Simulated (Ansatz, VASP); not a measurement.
# Ca2Cu5 in VASP and in Ansatz

```
Ca Cu
1.0
     0.00000    4.48223    4.48223
     4.48223    0.00000    4.48223
     4.48223    4.48223    0.00000
Ca Cu
2 5
Direct
  0.75000 0.75000 0.75000
  0.25000 0.25000 0.25000
  0.59122 0.22633 0.59122
  0.59122 0.59122 0.59122
  0.22633 0.59122 0.59122
  0.59122 0.59122 0.22633
  0.00000 0.00000 0.00000
```

Alike in both runs: task relaxation of cell and atoms; functional PBE; k mesh 8 × 8 × 8; occupations gaussian, width 0.1 eV; no spin polarisation.

```csv
,VASP,Ansatz
version,VASP 6.6.1,Ansatz 0.2.0
potentials or method,"VASP PAW PBE potentials, release 64 (Ca_sv, Cu), cutoff 600 eV","scalar-relativistic, plane waves, PAW"
valence electrons in the cell,75,115
```

|  | VASP | Ansatz | Ansatz less VASP |
| --- | --- | --- | --- |
| gap on the k mesh at the Fermi level, each at its own relaxed structure (eV) | none | none | - |
| relaxed volume (Å³/atom) | 25.96 | 25.73 | -0.233 |
| relaxed length of the cell vector where the two differ most in proportion (Å) | 6.358 | 6.339 | -0.0190 |

A gap of «none» marks a metal or a gap that the smearing closes. VASP's potentials hold 75 valence electrons a cell and Ansatz's 115, so a difference there can come from the potentials and not from the codes.
